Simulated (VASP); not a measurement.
# CaO (Fm-3m) in VASP: further runs

The runs below take CaO through relaxation of cell and atoms, with PBE, PBEsol, LDA.

Program: VASP 6.6.1. These are calculated values, not measurements. Logs are shortened: lines on timing, memory, paths and dates and some standing lists are left out, and cuts for length are marked.

**1. The cell of the first run**

The structure is cubic, space group Fm-3m (No. 225). Conventional cell: a = 4.709 Å, b = 4.709 Å, c = 4.709 Å, α = 90.00°, β = 90.00°, γ = 90.00°. Ca (site symmetry m-3m) has 6 O at 2.35 Å within 3.1 Å. O (site symmetry m-3m) has 6 Ca at 2.35 Å within 3.1 Å.

**2. Relaxation of cell and atoms, PBE**

INCAR

```
SYSTEM = CaO
PREC     = Accurate       ! precision mode
ENCUT    = 600            ! plane-wave cutoff, eV
EDIFF    = 1E-6           ! SCF threshold, eV
ISMEAR   = -1             ! smearing method
SIGMA    = 0.02           ! smearing width, eV
LREAL    = .FALSE.        ! projectors in reciprocal space
LASPH    = .TRUE.         ! aspherical terms in the spheres
NELM     = 80             ! most SCF steps
ALGO     = Normal         ! electronic algorithm
ISIF     = 3              ! what is computed and relaxed
LWAVE    = .FALSE.        ! write WAVECAR
LCHARG   = .FALSE.        ! write CHGCAR
GGA      = PE             ! functional
IBRION   = 2              ! ionic algorithm
NSW      = 80             ! ionic steps
EDIFFG   = -0.005         ! ionic threshold
```

KPOINTS

```
regular mesh
0
G
  8 8 8
  0 0 0
```

POSCAR

```
CaO
1.0
    0.0000000000      2.3544280000      2.3544280000
    2.3544280000      0.0000000000      2.3544280000
    2.3544280000      2.3544280000      0.0000000000
Ca O
1 1
Direct
    0.0000000000      0.0000000000      0.0000000000
    0.5000000000      0.5000000000      0.5000000000
```

Potentials or basis: VASP PAW PBE potentials, release 64 (Ca_sv, O).

Launch:

```bash
> cat potpaw_PBE.64/Ca_sv/POTCAR potpaw_PBE.64/O/POTCAR > POTCAR
> mpirun -np 1 vasp_std > vasp.out
```

OUTCAR:

```text
SYSTEM = CaO
   PREC = Accurate
   ENCUT = 600
   EDIFF = 1E-6
   ISMEAR = -1
   LREAL = .FALSE.
   LASPH = .TRUE.
   NELM = 80
   ISIF = 3
   GGA = PE
   IBRION = 2
   NSW = 80
   EDIFFG = -0.005

 ion  position               nearest neighbor table
   1  0.000  0.000  0.000-   2 2.35   2 2.35   2 2.35   2 2.35   2 2.35   2 2.35
   2  0.500  0.500  0.500-   1 2.35   1 2.35   1 2.35   1 2.35   1 2.35   1 2.35

  LATTYP: Found a face centered cubic cell.
 ALAT       =     4.7088560000

  Lattice vectors:

 A1 = (   0.0000000000,   2.3544280000,   2.3544280000)
 A2 = (   2.3544280000,   0.0000000000,   2.3544280000)
 A3 = (   2.3544280000,   2.3544280000,   0.0000000000)

Analysis of symmetry for initial positions (statically):
=====================================================================
 Subroutine PRICEL returns:
 Original cell was already a primitive cell.

 Routine SETGRP: Setting up the symmetry group for a
 face centered cubic supercell.

 Subroutine GETGRP returns: Found 48 space group operations
 (whereof 48 operations were pure point group operations)
 out of a pool of 48 trial point group operations.

The static configuration has the point symmetry O_h .

Analysis of symmetry for dynamics (positions and initial velocities):
=====================================================================
 Subroutine PRICEL returns:
 Original cell was already a primitive cell.

 Routine SETGRP: Setting up the symmetry group for a
 face centered cubic supercell.

 Subroutine GETGRP returns: Found 48 space group operations
 (whereof 48 operations were pure point group operations)
 out of a pool of 48 trial point group operations.

The dynamic configuration has the point symmetry O_h .

 Subroutine INISYM returns: Found 48 space group operations
 (whereof 48 operations are pure point group operations),
 and found     1 'primitive' translations

----------------------------------------------------------------------------------------

                                     Primitive cell

  volume of cell :      26.1027

  direct lattice vectors                    reciprocal lattice vectors
     0.000000000  2.354428000  2.354428000    -0.212365806  0.212365806  0.212365806
     2.354428000  0.000000000  2.354428000     0.212365806 -0.212365806  0.212365806
     2.354428000  2.354428000  0.000000000     0.212365806  0.212365806 -0.212365806

  length of vectors
     3.329664009  3.329664009  3.329664009     0.367828366  0.367828366  0.367828366

  position of ions in fractional coordinates (direct lattice)
     0.000000000  0.000000000  0.000000000
     0.500000000  0.500000000  0.500000000

  ion indices of the primitive-cell ions
   primitive index   ion index
                 1           1
                 2           2

----------------------------------------------------------------------------------------

 KPOINTS: regular mesh

Automatic generation of k-mesh.
 Grid dimensions read from file:
 generate k-points for:    8    8    8

 Generating k-lattice:

  Cartesian coordinates                     Fractional coordinates (reciprocal lattice)
    -0.026545726  0.026545726  0.026545726     0.125000000  0.000000000  0.000000000
     0.026545726 -0.026545726  0.026545726     0.000000000  0.125000000  0.000000000
     0.026545726  0.026545726 -0.026545726     0.000000000  0.000000000  0.125000000

  Length of vectors
     0.045978546  0.045978546  0.045978546

  Shift w.r.t. Gamma in fractional coordinates (k-lattice)
     0.000000000  0.000000000  0.000000000

 Subroutine IBZKPT returns following result:
 ===========================================

 Found     29 irreducible k-points:

 Following reciprocal coordinates:
            Coordinates               Weight
  0.000000  0.000000  0.000000      1.000000
  0.125000  0.000000  0.000000      8.000000
  0.250000  0.000000  0.000000      8.000000
  0.375000  0.000000  0.000000      8.000000
  0.500000  0.000000  0.000000      4.000000
  0.125000  0.125000  0.000000      6.000000
[... 16 lines left out ...]
  0.500000  0.250000  0.125000     48.000000
 -0.375000  0.250000  0.125000     24.000000
 [... further k-points ...]
   k-points           NKPTS =     29   k-points in BZ     NKDIM =     29   number of bands    NBANDS=     12
   number of dos      NEDOS =    301   number of ions     NIONS =      2
   total plane-waves  NPLWV =  21952
   dimension x,y,z NGX =    28 NGY =   28 NGZ =   28
   dimension x,y,z NGXF=    56 NGYF=   56 NGZF=   56
   ions per type =               1   1
   NGX,Y,Z   is equivalent  to a cutoff of  13.98, 13.98, 13.98 a.u.
   NGXF,Y,Z  is equivalent  to a cutoff of  27.96, 27.96, 27.96 a.u.
 SYSTEM =  CaO
   PREC   = accura    normal or accurate (medium, high low for compatibility)
   ISTART =      0    job   : 0-new  1-cont  2-samecut
   ICHARG =      2    charge: 1-file 2-atom 10-const
   ISPIN  =      1    spin polarized calculation?
   LNONCOLLINEAR =      F non collinear calculations
   LSORBIT =      F    spin-orbit coupling
   LASPH  =      T    aspherical Exc in radial PAW
   ENCUT  =  600.0 eV  44.10 Ry    6.64 a.u.   6.65  6.65  6.65*2*pi/ulx,y,z
   NELM   =     80;   NELMIN=  2; NELMDL= -5     # of ELM steps
   EDIFF  = 0.1E-05   stopping-criterion for ELM
   LREAL  =      F    real-space projection
   EDIFFG = -.5E-02   stopping-criterion for IOM
   NSW    =     80    number of steps for IOM
   IBRION =      2    ionic relax: 0-MD 1-quasi-New 2-CG
   NFREE  =      1    steps in history (QN), initial steepest desc. (CG)
   ISIF   =      3    stress and relaxation
   ISYM   =      2    0-nonsym 1-usesym 2-fastsym
   POTIM  = 0.5000    time-step for ionic-motion
   TEBEG  =    0.0;   TEEND  =   0.0 temperature during run
   PSTRESS=    0.0 pullay stress
   NELECT =      16.0000    total number of electrons
   NUPDOWN=      -1.0000    fix difference up-down
   EMIN   =  10.00;   EMAX   =-10.00  energy-range for DOS
   EFERMI =   0.00;   METHOD = LEGACY
   ISMEAR =    -1;   SIGMA  =   0.02  broadening in eV -4-tet -1-fermi 0-gaus
   EFERMI_NEDOS =   21; number of points for ismear=-14 and -15
   IALGO  =     38    algorithm
   IMIX   =      4    mixing-type and parameters
     AMIX     =   0.40;   BMIX     =  1.00
     AMIX_MAG =   1.60;   BMIX_MAG =  1.00
  volume/ion in A,a.u.               =      13.05        88.08
  Fermi-wavevector in a.u.,A,eV,Ry     =   1.390655  2.627957 26.312598  1.933921
  Thomas-Fermi vector in A             =   2.514569
   LORBIT       =      0    0 simple, 1 ext, 2 COOP (PROOUT), +10 PAW based schemes
   GGA     = PE    functional components
   LHFCALC =     F    Hartree Fock is set to
   AEXX    =    0.0000 exact exchange contribution
   IVDW    =     0    specifies the selected vdW correction
   LEPSILON=     F    determine dielectric tensor
   LRPA    =     F    only Hartree local field effects (RPA)
 conjugate gradient relaxation of ions
 non-spin polarized calculation
  energy-cutoff  :      600.00
  volume of cell :       26.10
 maximum number of plane-waves:       893
   NGX = 13   NGY = 13   NGZ = 13

--------------------------------------- Ionic step        1  -------------------------------------------

 number of electron      15.9999999 magnetization

 Free energy of the ion-electron system (eV)
  ---------------------------------------------------
  ext. energy  EPLUGINS =         0.00000000
  ---------------------------------------------------
  free energy    TOTEN  =       -12.73918629 eV

  energy without entropy =      -12.73918629  energy(sigma->0) =      -12.73918629

------------------------ aborting loop because EDIFF is reached ----------------------------------------

  FORCE on cell =-STRESS in cart. coord.  units (eV):
  Direction    XX          YY          ZZ          XY          YZ          ZX
  --------------------------------------------------------------------------------------
  -------------------------------------------------------------------------------------
  Total        1.6617102      1.6617102      1.6617102      0.0000000     -0.0000000      0.0000000
  in kB      101.9951756    101.9951756    101.9951756      0.0000000     -0.0000000      0.0000000
  external PRESSURE =     101.9951756 kB  Pullay stress =       0.0000000 kB
[... 57 lines left out ...]
  energy  without entropy=      -12.7928324255  energy(sigma->0) =      -12.79283243

--------------------------------------- Ionic step        3  -------------------------------------------

 number of electron      16.0000000 magnetization

 Free energy of the ion-electron system (eV)
  ---------------------------------------------------
  ext. energy  EPLUGINS =         0.00000000
  ---------------------------------------------------
  free energy    TOTEN  =       -12.80479577 eV

  energy without entropy =      -12.80479577  energy(sigma->0) =      -12.80479577

 E-fermi :   2.7745     XC(G=0): -10.3795

 val. band max:        2.2375152455   @ k =   0.0000   0.0000   0.0000
 cond. band min:       5.8788348008   @ k =   0.5000   0.5000   0.0000
 fundamental gap:      3.6413195553
 Fermi energy:         2.7744712814

 k-point     1 :       0.0000    0.0000    0.0000
  band No.  band energies     occupation
      1     -35.4799      2.00000
      2     -16.2579      2.00000
      3     -16.2579      2.00000
      4     -16.2579      2.00000
      5     -13.2572      2.00000
      6       2.2375      2.00000
      7       2.2375      2.00000
      8       2.2375      2.00000
      9       6.7924      0.00000
     10       8.4146      0.00000
     11       8.4146      0.00000
     12       8.4146      0.00000
[... 331 lines left out ...]
 k-point    24 :      -0.3750    0.2500    0.1250
  band No.  band energies     occupation
      1     -35.3713      2.00000
      2     -17.0763      2.00000
      3     -16.4812      2.00000
      4     -16.3754      2.00000
      5     -12.3985      2.00000
      6       0.2179      2.00000
      7       1.1289      2.00000
      8       1.2091      2.00000
      9       8.9086      0.00000
     10       8.9874      0.00000
     11      10.8786      0.00000
     12      11.0271      0.00000

 [... further k-points ...]

------------------------ aborting loop because EDIFF is reached ----------------------------------------

  FORCE on cell =-STRESS in cart. coord.  units (eV):
  Direction    XX          YY          ZZ          XY          YZ          ZX
  --------------------------------------------------------------------------------------
  -------------------------------------------------------------------------------------
  Total        0.0033839      0.0033839      0.0033839     -0.0000000      0.0000000     -0.0000000
  in kB        0.1914818      0.1914818      0.1914818     -0.0000000      0.0000000     -0.0000000
  external PRESSURE =       0.1914818 kB  Pullay stress =       0.0000000 kB
[... 17 lines left out ...]
  FREE ENERGIE OF THE ION-ELECTRON SYSTEM (eV)
  ---------------------------------------------------
  free  energy   TOTEN  =       -12.8047957748 eV

  energy  without entropy=      -12.8047957748  energy(sigma->0) =      -12.80479577

 reached required accuracy - stopping structural energy minimisation
```

Run time: 38 s. Hardware: 1 thread of Intel Xeon 6975P-C, shared host; peak memory 0.17 GiB.

What came out:

```yaml
Free_energy: -12.8048 eV
Relaxed_volume: 14.16 Å³/atom
Relaxed_cell: a = 3.421 Å, b = 3.421 Å, c = 3.421 Å, α = 60.00°, β = 60.00°, γ = 60.00°
Space_group_after_relaxing_to_0.05_Å: Fm-3m (No. 225)
Energy_gained_by_relaxing: 32.8 meV/atom
Ionic_steps: 3
Pressure_after_relaxing: 0.0 GPa
Band_gap_on_the_k_mesh: 3.64 eV, indirect (least direct gap 4.02 eV)
```

Step by step:
| step | energy change (eV) | largest force (eV/Å) | pressure (GPa) | volume (Å³) |
| --- | --- | --- | --- | --- |
| 1 | 0.0000 | 0.0000 | 10.20 | 26.10 |
| 2 | -0.0536 | 0.0000 | -3.53 | 29.37 |
| 3 | -0.0656 | 0.0000 | 0.02 | 28.31 |

Final structure:
```xyz
2
Lattice="0.0000 2.4191 2.4191 2.4191 0.0000 2.4191 2.4191 2.4191 0.0000" Properties=species:S:1:pos:R:3 pbc="T T T"
Ca    0.0000    0.0000    0.0000
O     2.4191    2.4191    2.4191
```

Levels at points of the mesh, in eV from the valence-band top:
```tsv
k point	band 5	band 6	band 7	band 8	band 9	band 10	band 11	band 12
(0.00, 0.00, 0.00)	-15.49	0.00	0.00	0.00	4.55	6.18	6.18	6.18
(0.50, 0.00, 0.00)	-14.38	-2.59	-1.16	-1.16	6.96	8.25	8.25	8.35
(0.50, 0.50, 0.00)	-15.26	-1.31	-0.38	-0.38	3.64	7.90	8.78	9.40
```

(Continued in part 2 of 2.)
